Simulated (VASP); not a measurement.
Input of a VASP 6.6.1 run:

File INCAR:

```
SYSTEM = LiBPt
  PREC = Accurate
  ENCUT = 880
  EDIFF = 1E-6
  ISMEAR = 0
  SIGMA = 0.1
  LREAL = .FALSE.
  LASPH = .TRUE.
  NELM = 120
  ALGO = Normal
  ISIF = 2
  LWAVE = .FALSE.
  LCHARG = .FALSE.
  GGA = PE
  NBANDS = 19
  GGA_COMPAT = .FALSE.
```

File KPOINTS:

```
regular mesh
0
G
  18 18 12
  0 0 0
```

File POSCAR:

```
LiBPt
1.0
    3.5124872240      0.0000000000      0.0000000000
   -1.7562436120      3.0419031664      0.0000000000
    0.0000000000      0.0000000000      3.9270314001
Li B Pt
1 1 1
Direct
    0.0000000000      0.0000000000      0.0000000000
    0.6666666667      0.3333333333      0.5000000000
    0.3333333333      0.6666666667      0.5000000000
```

Potentials or basis: VASP PAW PBE potentials, release 64 (Li_sv, B, Pt_sv_GW).

The run is started by

```bash
$ cat potpaw_PBE.64/Li_sv/POTCAR potpaw_PBE.64/B/POTCAR potpaw_PBE.64/Pt_sv_GW/POTCAR > POTCAR
$ mpirun -np 1 vasp_std > vasp.out
```

(1) What does it give for the pressure?

(2) Predict the band gap on the k mesh.

## Answers

(1) 0.0 GPa.

(2) zero (bands 12 and 13 overlap by 2.19 eV).

Caveat: spin-orbit coupling is left out, which moves the levels of the heavy elements.
